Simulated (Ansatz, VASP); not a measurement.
One calculation of Ag, two programs

```
CELL_PARAMETERS angstrom
0.00000 2.04275 2.04275
2.04275 0.00000 2.04275
2.04275 2.04275 0.00000
ATOMIC_POSITIONS crystal
Ag 0.00000 0.00000 0.00000
```

Alike in both runs: task single point; functional PBE; k mesh 11 × 11 × 11; occupations gaussian, width 0.015 eV; no spin polarisation.

```csv
,VASP,Ansatz
version,VASP 6.6.1,Ansatz 0.2.0
potentials or method,"VASP PAW PBE potentials, release 64 (Ag), cutoff 520 eV","all-electron LAPW, scalar-relativistic"
```

```csv
,VASP,Ansatz,Ansatz less VASP
gap on the k mesh at the Fermi level (eV),none,none,-
pressure (GPa),4.1,4.3,+0.16
```

A gap of «none» marks a metal or a gap that the smearing closes. Ansatz ran all-electron here, and VASP with PAW potentials.
